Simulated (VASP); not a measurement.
**Co: single point with PBE**

Co:

```
CELL_PARAMETERS angstrom
2.23442 0.00000 0.00000
-1.11721 1.93507 0.00000
0.00000 0.00000 2.11299
ATOMIC_POSITIONS crystal
Co 0.00000 0.00000 0.00000
```

```
Program             : VASP 6.6.1
Task                : single point
Functional          : PBE
Potentials or basis : VASP PAW PBE potentials, release 64 (Co)
Cutoff              : 520 eV
k mesh              : 18 × 18 × 17
Occupations         : fermi-dirac, width 0.1 eV
Spin                : collinear spin, ferromagnetic start
Starting moments    : [1.7] μB
```

The pressure is 75.4 GPa, the net moment is 1.07 μB per cell and the site moments are Co +1.06 μB. The valence electrons inside the program's atomic spheres are Co 8.79.

Stress tensor (GPa, compression positive):
```
75.83  0.00  0.00
 0.00 75.83  0.00
 0.00  0.00 74.53
```

Levels at points of the mesh, in eV from the Fermi level:
Spin up:
```tsv
k point	band 3	band 4	band 5	band 6	band 7	band 8
(0.00, 0.00, 0.00)	-2.78	-2.78	-0.11	-0.11	22.86	24.51
(0.50, 0.00, 0.00)	-1.83	-0.65	-0.46	0.37	7.75	19.50
```
Spin down:
```csv
k point,band 1,band 2,band 3,band 4,band 5,band 6,band 7,band 8,band 9
"(0.00, 0.00, 0.00)",-9.98,-4.66,-1.87,-1.87,1.46,1.46,23.19,24.46,29.47
"(0.50, 0.00, 0.00)",-5.58,-3.74,-0.56,-0.39,1.10,1.43,8.38,19.75,27.16
```

It took 32 s on 1 thread of Intel(R) Xeon(R) 6975P-C (Granite Rapids) (shared host), peak memory 0.18 GiB.
